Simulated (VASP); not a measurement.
# Y in VASP: single point with PBE

Aim: the single point of Y with PBE.

Everything below comes from runs of VASP 6.6.1. Logs are shortened: lines on timing, memory, paths and dates and some standing lists are left out, and cuts for length are marked.

## 1. The cell of the first run

The cell holds a slab with vacuum, 5 atoms: a = 3.653 Å, b = 3.653 Å, c = 27.398 Å, α = 90.00°, β = 90.00°, γ = 120.00°.

## 2. Single point, PBE

Input file POSCAR:

```
Y
1.0
    3.6526183111      0.0000000000      0.0000000000
   -1.8263091556      3.1632602477      0.0000000000
    0.0000000000      0.0000000000     27.3984000000
Y
5
Direct
    0.0000000000      0.0000000000      0.2919874756
    0.3333333340      0.6666666660      0.3959937379
    0.0000000000      0.0000000000      0.4999999997
    0.3333333340      0.6666666660      0.6040062621
    0.0000000000      0.0000000000      0.7080125244
```

Input file INCAR.step1:

```
  PREC = Accurate
  ENCUT = 520
  EDIFF = 1E-6
  ISMEAR = -1
  SIGMA = 0.1
  LREAL = F
  LASPH = T
  NELM = 80
  ALGO = Normal
  ISIF = 2
  LWAVE = F
  LCHARG = T
  LMAXMIX = 4
  LDIPOL = T
  IDIPOL = 3
  DIPOL = 0.5 0.5 0.500
  GGA = PE
  NBANDS = 36
```

Input file KPOINTS.step1:

```
regular mesh
0
Gamma
  13 13 1
```

Input file INCAR.step2:

```
  PREC = Accurate
  ENCUT = 520
  EDIFF = 1E-6
  ISMEAR = -5
  SIGMA = 0.1
  LREAL = F
  LASPH = T
  NELM = 80
  ALGO = Normal
  ISIF = 2
  LWAVE = F
  LCHARG = F
  LMAXMIX = 4
  LDIPOL = T
  IDIPOL = 3
  DIPOL = 0.5 0.5 0.500
  GGA = PE
  LORBIT = 11
  NEDOS = 1001
  ICHARG = 11
```

Input file KPOINTS.step2:

```
regular mesh
0
Gamma
  20 20 1
```

Potentials or basis: VASP PAW PBE potentials, release 64 (Y_sv).

Launch:

```console
$ cat potpaw_PBE.64/Y_sv/POTCAR > POTCAR
$ cp INCAR.step1 INCAR
$ cp KPOINTS.step1 KPOINTS
$ mpirun -np 1 vasp_std > vasp.out
$ cp INCAR.step2 INCAR
$ cp KPOINTS.step2 KPOINTS
$ mpirun -np 1 vasp_std > vasp.out
```

OUTCAR:

```text
PREC = Accurate
   ENCUT = 520
   EDIFF = 1E-6
   ISMEAR = -5
   LREAL = F
   LASPH = T
   NELM = 80
   ISIF = 2
   GGA = PE
   LORBIT = 11
   ICHARG = 11

 ion  position               nearest neighbor table
   1  0.000  0.000  0.292-   2 3.55   2 3.55   2 3.55
   2  0.333  0.667  0.396-   3 3.55   3 3.55   3 3.55   1 3.55   1 3.55   1 3.55
   3  0.000  0.000  0.500-   2 3.55   2 3.55   2 3.55   4 3.55   4 3.55   4 3.55
   4  0.333  0.667  0.604-   5 3.55   5 3.55   3 3.55   3 3.55   5 3.55   3 3.55
   5  0.000  0.000  0.708-   4 3.55   4 3.55   4 3.55

  LATTYP: Found a hexagonal cell.
 ALAT       =     3.6526183111
 C/A-ratio  =     7.5010301286

  Lattice vectors:

 A1 = (   3.6526183111,   0.0000000000,   0.0000000000)
 A2 = (  -1.8263091556,   3.1632602477,   0.0000000000)
 A3 = (   0.0000000000,   0.0000000000,  27.3984000000)

Analysis of symmetry for initial positions (statically):
=====================================================================
 Subroutine PRICEL returns:
 Original cell was already a primitive cell.

 Routine SETGRP: Setting up the symmetry group for a
 hexagonal supercell.

 Subroutine GETGRP returns: Found 12 space group operations
 (whereof 12 operations were pure point group operations)
 out of a pool of 24 trial point group operations.

The static configuration has the point symmetry D_3h.

Analysis of symmetry for dynamics (positions and initial velocities):
=====================================================================
 Subroutine PRICEL returns:
 Original cell was already a primitive cell.

 Routine SETGRP: Setting up the symmetry group for a
 hexagonal supercell.

 Subroutine GETGRP returns: Found 12 space group operations
 (whereof 12 operations were pure point group operations)
 out of a pool of 24 trial point group operations.

The dynamic configuration has the point symmetry D_3h.

 Subroutine INISYM returns: Found 12 space group operations
 (whereof 12 operations are pure point group operations),
 and found     1 'primitive' translations

----------------------------------------------------------------------------------------

                                     Primitive cell

  volume of cell :     316.5661

  direct lattice vectors                    reciprocal lattice vectors
     3.652618311  0.000000000  0.000000000     0.273776211  0.158064769  0.000000000
    -1.826309156  3.163260248  0.000000000     0.000000000  0.316129538  0.000000000
     0.000000000  0.000000000 27.398400000     0.000000000  0.000000000  0.036498482

  length of vectors
     3.652618311  3.652618311 27.398400000     0.316129538  0.316129538  0.036498482

  position of ions in fractional coordinates (direct lattice)
     0.000000000  0.000000000  0.291987476
     0.333333334  0.666666666  0.395993738
     0.000000000  0.000000000  0.500000000
     0.333333334  0.666666666  0.604006262
     0.000000000  0.000000000  0.708012524

  ion indices of the primitive-cell ions
   primitive index   ion index
                 1           1
                 2           2
                 3           3
                 4           4
                 5           5

----------------------------------------------------------------------------------------

 KPOINTS: regular mesh

Automatic generation of k-mesh.
 Grid dimensions read from file:
 generate k-points for:   20   20    1

 Generating k-lattice:

  Cartesian coordinates                     Fractional coordinates (reciprocal lattice)
     0.013688811  0.007903238  0.000000000     0.050000000  0.000000000  0.000000000
     0.000000000  0.015806477  0.000000000     0.000000000  0.050000000  0.000000000
     0.000000000  0.000000000  0.036498482     0.000000000  0.000000000  1.000000000

  Length of vectors
     0.015806477  0.015806477  0.036498482

  Shift w.r.t. Gamma in fractional coordinates (k-lattice)
     0.000000000  0.000000000  0.000000000

 TETIRR: Found    210 inequivalent tetrahedra from     2400

 Subroutine IBZKPT returns following result:
 ===========================================

 Found     44 irreducible k-points:

 Following reciprocal coordinates:
            Coordinates               Weight
  0.000000  0.000000  0.000000      1.000000
  0.050000  0.000000  0.000000      6.000000
  0.100000  0.000000  0.000000      6.000000
  0.150000  0.000000  0.000000      6.000000
  0.200000  0.000000  0.000000      6.000000
  0.250000 -0.000000  0.000000      6.000000
[... 16 lines left out ...]
  0.200000  0.100000  0.000000     12.000000
  0.250000  0.100000  0.000000     12.000000
 [... further k-points ...]
   k-points           NKPTS =     44   k-points in BZ     NKDIM =     44   number of bands    NBANDS=     33
   number of dos      NEDOS =   1001   number of ions     NIONS =      5
   total plane-waves  NPLWV = 164640
   dimension x,y,z NGX =    28 NGY =   28 NGZ =  210
   dimension x,y,z NGXF=    56 NGYF=   56 NGZF=  420
   ions per type =               5
   NGX,Y,Z   is equivalent  to a cutoff of  12.74, 12.74, 12.74 a.u.
   NGXF,Y,Z  is equivalent  to a cutoff of  25.49, 25.49, 25.48 a.u.
 SYSTEM =  unknown system
   PREC   = accura    normal or accurate (medium, high low for compatibility)
   ISTART =      0    job   : 0-new  1-cont  2-samecut
   ICHARG =     11    charge: 1-file 2-atom 10-const
   ISPIN  =      1    spin polarized calculation?
   LNONCOLLINEAR =      F non collinear calculations
   LSORBIT =      F    spin-orbit coupling
   LASPH  =      T    aspherical Exc in radial PAW
   ENCUT  =  520.0 eV  38.22 Ry    6.18 a.u.   6.79  6.79 50.94*2*pi/ulx,y,z
   NELM   =     80;   NELMIN=  2; NELMDL=  0     # of ELM steps
   EDIFF  = 0.1E-05   stopping-criterion for ELM
   LREAL  =      F    real-space projection
   EDIFFG = 0.1E-04   stopping-criterion for IOM
   NSW    =      0    number of steps for IOM
   IBRION =     -1    ionic relax: 0-MD 1-quasi-New 2-CG
   NFREE  =      0    steps in history (QN), initial steepest desc. (CG)
   ISIF   =      2    stress and relaxation
   ISYM   =      2    0-nonsym 1-usesym 2-fastsym
   POTIM  = 0.5000    time-step for ionic-motion
   TEBEG  =    0.0;   TEEND  =   0.0 temperature during run
   PSTRESS=    0.0 pullay stress
   NELECT =      55.0000    total number of electrons
   NUPDOWN=      -1.0000    fix difference up-down
   EMIN   =  10.00;   EMAX   =-10.00  energy-range for DOS
   EFERMI =   0.00;   METHOD = LEGACY
   ISMEAR =    -5;   SIGMA  =   0.10  broadening in eV -4-tet -1-fermi 0-gaus
   EFERMI_NEDOS =   21; number of points for ismear=-14 and -15
   IALGO  =     38    algorithm
   IMIX   =      4    mixing-type and parameters
     AMIX     =   0.40;   BMIX     =  1.00
     AMIX_MAG =   1.60;   BMIX_MAG =  1.00
  volume/ion in A,a.u.               =      63.31       427.26
  Fermi-wavevector in a.u.,A,eV,Ry     =   0.913498  1.726261 11.353770  0.834479
  Thomas-Fermi vector in A             =   2.038016
   LORBIT       =     11    0 simple, 1 ext, 2 COOP (PROOUT), +10 PAW based schemes
   GGA     = PE    functional components
   LHFCALC =     F    Hartree Fock is set to
   AEXX    =    0.0000 exact exchange contribution
   IVDW    =     0    specifies the selected vdW correction
   LEPSILON=     F    determine dielectric tensor
   LRPA    =     F    only Hartree local field effects (RPA)
 non-spin polarized calculation
 Fermi weights with tetrahedron method with Bloechl corrections
  energy-cutoff  :      520.00
  volume of cell :      316.57
 maximum number of plane-waves:      8558
 NGX is ok and might be reduce to    28

 number of electron      55.0000000 magnetization

 dipolmoment           0.000000      0.000000     -0.000000 electrons x Angstroem

 Free energy of the ion-electron system (eV)
  ---------------------------------------------------
  ext. energy  EPLUGINS =         0.00000000
  ---------------------------------------------------
  free energy    TOTEN  =       -30.68827420 eV

  energy without entropy =      -30.68827420  energy(sigma->0) =      -30.68827420

 E-fermi :   0.0769     XC(G=0):  -5.5984

 val. band max:        0.0761824866   @ k =   0.1500   0.1000   0.0000
 cond. band min:       0.0734452575   @ k =   0.3000   0.2000   0.0000
 fundamental gap:     -0.0027372291
 Fermi energy:         0.0769120482

 k-point     1 :       0.0000    0.0000    0.0000
  band No.  band energies     occupation
      1     -43.0869      2.00000
      2     -43.0869      2.00000
      3     -42.5858      2.00000
      4     -42.5030      2.00000
      5     -42.4946      2.00000
      6     -23.1597      2.00000
[... 25 lines left out ...]
     32       1.6504      0.00000
     33       1.6817      0.00000

 k-point     2 :       0.0500    0.0000    0.0000
  band No.  band energies     occupation
      1     -43.0860      2.00000
      2     -43.0860      2.00000
      3     -42.5848      2.00000
      4     -42.5022      2.00000
      5     -42.4939      2.00000
      6     -23.1578      2.00000
[... 25 lines left out ...]
     32       1.6169      0.00000
     33       1.6978      0.00000
[... 754 lines left out ...]
     32       1.0926      0.00000
     33       1.3098      0.00000

 k-point    24 :       0.2500    0.1000    0.0000
  band No.  band energies     occupation
      1     -43.0636      2.00000
      2     -43.0636      2.00000
      3     -42.5574      2.00000
      4     -42.4799      2.00000
      5     -42.4765      2.00000
      6     -23.1126      2.00000
[... 25 lines left out ...]
     32       1.0716      0.00000
     33       1.2535      0.00000

 [... further k-points ...]

------------------------ aborting loop because EDIFF is reached ----------------------------------------

 vacuum level on the upper side and lower side of the slab       (xc-potential included)        -0.201        -0.201

  FORCE on cell =-STRESS in cart. coord.  units (eV):
  Direction    XX          YY          ZZ          XY          YZ          ZX
  --------------------------------------------------------------------------------------
  -------------------------------------------------------------------------------------
  Total       -1.0073118     -1.0073118     -0.6099508      0.0000000      0.0000000      0.0000000
  in kB       -5.0981203     -5.0981203     -3.0870306      0.0000000      0.0000000      0.0000000
  external PRESSURE =      -4.4277571 kB  Pullay stress =       0.0000000 kB

 VOLUME and BASIS-vectors are now :
 -----------------------------------------------------------------------------
  energy-cutoff  :      520.00
  volume of cell :      316.57
      direct lattice vectors                 reciprocal lattice vectors
     3.652618311  0.000000000  0.000000000     0.273776211  0.158064769  0.000000000
    -1.826309156  3.163260248  0.000000000     0.000000000  0.316129538  0.000000000
     0.000000000  0.000000000 27.398400000     0.000000000  0.000000000  0.036498482

 POSITION                                       TOTAL-FORCE (eV/Angst)
 -----------------------------------------------------------------------------------
      0.00000      0.00000      7.99999        -0.000000     -0.000000      0.275401
      0.00000      2.10884     10.84959         0.000000      0.000000     -0.269436
      0.00000      0.00000     13.69920        -0.000000      0.000000      0.000000
      0.00000      2.10884     16.54881         0.000000      0.000000      0.269436
      0.00000      0.00000     19.39841        -0.000000     -0.000000     -0.275401
 -----------------------------------------------------------------------------------
    total drift:                                0.002572     -0.001485     -0.000001

  FREE ENERGIE OF THE ION-ELECTRON SYSTEM (eV)
  ---------------------------------------------------
  free  energy   TOTEN  =       -30.6882741962 eV

  energy  without entropy=      -30.6882741962  energy(sigma->0) =      -30.68827420

 vacuum level on the upper side and lower side of the slab         3.245         3.245

 total charge

# of ion       s       p       d       f       tot
--------------------------------------------------
    1        2.291   6.123   0.885   0.005   9.303
    2        2.275   6.246   0.932   0.006   9.459
    3        2.280   6.205   0.913   0.007   9.404
    4        2.275   6.246   0.932   0.006   9.459
    5        2.291   6.123   0.885   0.005   9.303
--------------------------------------------------
tot         11.411  30.943   4.546   0.028  46.929
```

Run time: 8.5 min. Hardware: 1 thread of AMD EPYC 9R45 (Zen 5), shared host; peak memory 0.58 GiB.

Results:

| Item | Value |
| --- | --- |
| Valence electrons inside the program's atomic spheres | Y 9.30, 9.46, 9.40 (each value once) |
